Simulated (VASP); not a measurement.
# Zr2Te3Pd2 (I4/mmm) in VASP: single point with PBE

Aim: the single point of Zr2Te3Pd2 with PBE.

All numbers are computed with VASP 6.6.1; they aren't measurements. Logs are shortened: lines on timing, memory, paths and dates and some standing lists are left out, and cuts for length are marked.

## Step 1: The cell of the first run

The structure is tetragonal, space group I4/mmm (No. 139). Conventional cell: a = 5.423 Å, b = 5.423 Å, c = 11.120 Å, α = 90.00°, β = 90.00°, γ = 90.00°. Within 3.9 Å of Zr (site symmetry 4mm) lie 4 Te at 2.98 Å and 1 Zr at 3.09 Å and 4 Pd at 3.12 Å. Within 3.6 Å of Te (site symmetry 4/mmm) lie 4 Pd at 2.71 Å. Within 3.7 Å of Te (site symmetry -4m2) lie 2 Pd at 2.78 Å and 4 Zr at 2.98 Å. Pd (site symmetry mmm) has 4 Te at 2.71 to 2.78 Å and 4 Zr at 3.12 Å within 3.6 Å.

## Step 2: Single point, PBE

INCAR

```
SYSTEM = Zr2Te3Pd2
PREC     = Accurate       ! precision mode
ENCUT    = 520            ! plane-wave cutoff, eV
EDIFF    = 1E-7           ! SCF threshold, eV
ISMEAR   = 0              ! smearing method
SIGMA    = 0.2            ! smearing width, eV
LREAL    = .False.        ! projectors in reciprocal space
LASPH    = .True.         ! aspherical terms in the spheres
NELM     = 60             ! most SCF steps
ALGO     = Fast           ! electronic algorithm
ISIF     = 2              ! what is computed and relaxed
LWAVE    = .False.        ! write WAVECAR
LCHARG   = .False.        ! write CHGCAR
GGA      = PE             ! functional
NBANDS   = 40             ! bands
```

KPOINTS

```
Automatic mesh
0
Gamma
  4 4 4
  0 0 0
```

POSCAR

```
Zr2Te3Pd2
1.0
   -2.7116166772      2.7116166772      5.5599266946
    2.7116166772     -2.7116166772      5.5599266946
    2.7116166772      2.7116166772     -5.5599266946
Zr Te Pd
2 3 2
Direct
    0.1391105827      0.1391105827      0.0000000000
    0.8608894173      0.8608894173      0.0000000000
    0.5000000000      0.5000000000      0.0000000000
    0.7500000000      0.2500000000      0.5000000000
    0.2500000000      0.7500000000      0.5000000000
    0.5000000000      0.0000000000      0.5000000000
    0.0000000000      0.5000000000      0.5000000000
```

Potentials or basis: VASP PAW PBE potentials, release 64 (Zr_sv, Te, Pd).

On the command line:

```sh
cat potpaw_PBE.64/Zr_sv/POTCAR potpaw_PBE.64/Te/POTCAR potpaw_PBE.64/Pd/POTCAR > POTCAR
mpirun -np 1 vasp_std > vasp.out
```

OUTCAR:

```text
SYSTEM = Zr2Te3Pd2
   PREC = Accurate
   ENCUT = 520
   EDIFF = 1E-7
   ISMEAR = 0
   LREAL = .False.
   LASPH = .True.
   NELM = 60
   ISIF = 2
   GGA = PE

 ion  position               nearest neighbor table
   1  0.139  0.139  0.000-   4 2.98   5 2.98   4 2.98   5 2.98   2 3.09   6 3.12   7 3.12   7 3.12
                             6 3.12
   2  0.861  0.861  0.000-   4 2.98   5 2.98   4 2.98   5 2.98   1 3.09   6 3.12   7 3.12   7 3.12
                             6 3.12
   3  0.500  0.500  0.000-   6 2.71   7 2.71   6 2.71   7 2.71
   4  0.750  0.250  0.500-   6 2.78   7 2.78   1 2.98   2 2.98   2 2.98   1 2.98
   5  0.250  0.750  0.500-   6 2.78   7 2.78   1 2.98   2 2.98   2 2.98   1 2.98
   6  0.500  0.000  0.500-   3 2.71   3 2.71   5 2.78   4 2.78   1 3.12   1 3.12   2 3.12   2 3.12

   7  0.000  0.500  0.500-   3 2.71   3 2.71   5 2.78   4 2.78   1 3.12   1 3.12   2 3.12   2 3.12

  LATTYP: Found a body centered tetragonal cell.
 ALAT       =     5.4232333544
 C/A-ratio  =     2.0504102742

  Lattice vectors:

 A1 = (  -2.7116166772,   2.7116166772,   5.5599266946)
 A2 = (   2.7116166772,  -2.7116166772,   5.5599266946)
 A3 = (   2.7116166772,   2.7116166772,  -5.5599266946)

Analysis of symmetry for initial positions (statically):
=====================================================================
 Subroutine PRICEL returns:
 Original cell was already a primitive cell.

 Routine SETGRP: Setting up the symmetry group for a
 body centered tetragonal supercell.

 Subroutine GETGRP returns: Found 16 space group operations
 (whereof 16 operations were pure point group operations)
 out of a pool of 16 trial point group operations.

The static configuration has the point symmetry D_4h.

Analysis of symmetry for dynamics (positions and initial velocities):
=====================================================================
 Subroutine PRICEL returns:
 Original cell was already a primitive cell.

 Routine SETGRP: Setting up the symmetry group for a
 body centered tetragonal supercell.

 Subroutine GETGRP returns: Found 16 space group operations
 (whereof 16 operations were pure point group operations)
 out of a pool of 16 trial point group operations.

The dynamic configuration has the point symmetry D_4h.

 Subroutine INISYM returns: Found 16 space group operations
 (whereof 16 operations are pure point group operations),
 and found     1 'primitive' translations

[... 97 lines left out ...]
   NFREE  =      0    steps in history (QN), initial steepest desc. (CG)
   ISIF   =      2    stress and relaxation
   ISYM   =      2    0-nonsym 1-usesym 2-fastsym
   POTIM  = 0.5000    time-step for ionic-motion
   TEBEG  =    0.0;   TEEND  =   0.0 temperature during run
   PSTRESS=    0.0 pullay stress
   NELECT =      62.0000    total number of electrons
   NUPDOWN=      -1.0000    fix difference up-down
   EMIN   =  10.00;   EMAX   =-10.00  energy-range for DOS
   EFERMI =   0.00;   METHOD = LEGACY
   ISMEAR =     0;   SIGMA  =   0.20  broadening in eV -4-tet -1-fermi 0-gaus
   EFERMI_NEDOS =   21; number of points for ismear=-14 and -15
   IALGO  =     68    algorithm
   IMIX   =      4    mixing-type and parameters
     AMIX     =   0.40;   BMIX     =  1.00
     AMIX_MAG =   1.60;   BMIX_MAG =  1.00
  volume/ion in A,a.u.               =      23.36       157.65
  Fermi-wavevector in a.u.,A,eV,Ry     =   1.184887  2.239111 19.101989  1.403957
  Thomas-Fermi vector in A             =   2.321092
   LORBIT       =      0    0 simple, 1 ext, 2 COOP (PROOUT), +10 PAW based schemes
   GGA     = PE    functional components
   LHFCALC =     F    Hartree Fock is set to
   AEXX    =    0.0000 exact exchange contribution
   IVDW    =     0    specifies the selected vdW correction
   LEPSILON=     F    determine dielectric tensor
   LRPA    =     F    only Hartree local field effects (RPA)
 non-spin polarized calculation
 RMM-DIIS sequential band-by-band and
 Gauss-broadening in eV      SIGMA  =   0.20
  energy-cutoff  :      520.00
  volume of cell :      163.53
 maximum number of plane-waves:      4414
   NGX = 25   NGY = 25   NGZ = 25

 number of electron      62.0000001 magnetization

 Free energy of the ion-electron system (eV)
  ---------------------------------------------------
  ext. energy  EPLUGINS =         0.00000000
  ---------------------------------------------------
  free energy    TOTEN  =       -40.18128377 eV

  energy without entropy =      -40.07043059  energy(sigma->0) =      -40.12585718

 E-fermi :   8.8355     XC(G=0): -10.7874

 val. band max:        8.8184104676   @ k =   0.0000   0.0000   0.0000
 cond. band min:       8.8375474260   @ k =   0.5000   0.2500   0.0000
 fundamental gap:      0.0191369584
 Fermi energy:         8.8355353962

 k-point     1 :       0.0000    0.0000    0.0000
  band No.  band energies     occupation
      1     -40.9406      2.00000
      2     -40.9072      2.00000
      3     -19.0345      2.00000
      4     -19.0345      2.00000
      5     -19.0102      2.00000
      6     -19.0102      2.00000
[... 548 lines left out ...]
     39      11.9879      0.00000
     40      12.1144      0.00000

------------------------ aborting loop because EDIFF is reached ----------------------------------------

  FORCE on cell =-STRESS in cart. coord.  units (eV):
  Direction    XX          YY          ZZ          XY          YZ          ZX
  --------------------------------------------------------------------------------------
  -------------------------------------------------------------------------------------
  Total       -0.0216732     -0.0216732      0.0189787      0.0000000     -0.0000000      0.0000000
  in kB       -0.2123479     -0.2123479      0.1859481      0.0000000     -0.0000000      0.0000000
  external PRESSURE =      -0.0795826 kB  Pullay stress =       0.0000000 kB

 VOLUME and BASIS-vectors are now :
 -----------------------------------------------------------------------------
  energy-cutoff  :      520.00
  volume of cell :      163.53
      direct lattice vectors                 reciprocal lattice vectors
    -2.711616677  2.711616677  5.559926695     0.000000000  0.184391844  0.089929243
     2.711616677 -2.711616677  5.559926695     0.184391844  0.000000000  0.089929243
     2.711616677  2.711616677 -5.559926695     0.184391844  0.184391844  0.000000000

 POSITION                                       TOTAL-FORCE (eV/Angst)
 -----------------------------------------------------------------------------------
      0.00000      0.00000      1.54689        -0.000000     -0.000000      0.006743
      0.00000      0.00000      9.57296         0.000000      0.000000     -0.006743
      0.00000      0.00000      5.55993        -0.000000     -0.000000      0.000000
      0.00000      2.71162      2.77996        -0.000000     -0.000000      0.000000
      2.71162      0.00000      2.77996        -0.000000     -0.000000      0.000000
      0.00000      2.71162      0.00000        -0.000000     -0.000000      0.000000
      2.71162      0.00000      0.00000        -0.000000     -0.000000      0.000000
 -----------------------------------------------------------------------------------
    total drift:                                0.000000     -0.000000      0.000000

  FREE ENERGIE OF THE ION-ELECTRON SYSTEM (eV)
  ---------------------------------------------------
  free  energy   TOTEN  =       -40.1812837747 eV

  energy  without entropy=      -40.0704305943  energy(sigma->0) =      -40.12585718
```

OSZICAR:

```text
N       E                     dE             d eps       ncg     rms          rms(c)
DAV:   1     0.459356273380E+03    0.45936E+03   -0.29231E+04  1040   0.142E+03
DAV:   2    -0.620069595408E+01   -0.46556E+03   -0.44719E+03  1168   0.343E+02
DAV:   3    -0.397283952707E+02   -0.33528E+02   -0.32695E+02  1600   0.761E+01
[... 37 lines left out ...]
RMM:  41    -0.401812834432E+02   -0.12502E-06   -0.15323E-06   555   0.172E-03    0.105E-03
RMM:  42    -0.401812835394E+02   -0.96188E-07   -0.12014E-06   516   0.160E-03    0.110E-03
RMM:  43    -0.401812836283E+02   -0.88906E-07   -0.11354E-06   538   0.171E-03    0.109E-03
RMM:  44    -0.401812837118E+02   -0.83473E-07   -0.10345E-06   501   0.166E-03    0.113E-03
RMM:  45    -0.401812837747E+02   -0.62903E-07   -0.80891E-07   478   0.162E-03
   1 F= -.40181284E+02 E0= -.40125857E+02  d E =-.110853E+00
```

Wall time 4.4 min (1 thread of Intel Xeon 6975P-C (Granite Rapids), shared host); peak memory 0.41 GiB.

What came out:

| Property | Result |
| --- | --- |
| Free energy | -40.1813 eV |
| Pressure | 0.0 GPa |
| Largest force | 0.007 eV/Å |
| Band gap on the k mesh | zero (band 31 reaches 8.84 eV, above the bottom of band 32 at 8.49 eV) |

Forces on the atoms (eV/Å):
```
Zr   0.000  0.000  0.007
Zr   0.000  0.000 -0.007
Te   0.000  0.000  0.000
Te   0.000  0.000  0.000
Te   0.000  0.000  0.000
Pd   0.000  0.000  0.000
Pd   0.000  0.000  0.000
```

Caveat: the k points lie up to 0.41 Å⁻¹ apart; spin-orbit coupling is left out, which moves the levels of the heavy elements.
